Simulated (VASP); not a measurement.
Here is a VASP 6.6.1 calculation.

INCAR

```
  PREC = Accurate
  ENCUT = 520
  EDIFF = 1E-6
  ISMEAR = -1
  SIGMA = 0.05
  LREAL = F
  LASPH = T
  NELM = 100
  ALGO = Normal
  ISIF = 2
  LWAVE = F
  LCHARG = F
  GGA = PE
  NBANDS = 36
```

KPOINTS

```
Automatic mesh
0
Gamma
  6 6 6
```

File POSCAR:

```
GaGe3
1.0
    4.3068010377      0.0000000000      0.0000000000
    0.0000000000      4.3068010377      0.0000000000
    0.0000000000      0.0000000000      4.3068010377
Ge Ga
3 1
Direct
    0.5000000000      0.5000000000      0.0000000000
    0.5000000000      0.0000000000      0.5000000000
    0.0000000000      0.5000000000      0.5000000000
    0.0000000000      0.0000000000      0.0000000000
```

Potentials or basis: VASP PAW PBE potentials, release 64 (Ge_d, Ga_d).

Launch:

```bash
$ cat potpaw_PBE.64/Ge_d/POTCAR potpaw_PBE.64/Ga_d/POTCAR > POTCAR
$ mpirun -np 1 vasp_std > vasp.out
```

**Question.** What does it give for the pressure?

**Answer.** -1.1 GPa.

**Question.** Predict the band gap on the k mesh.

**Answer.** Zero (an odd number of electrons rules out a gap without spin polarisation).
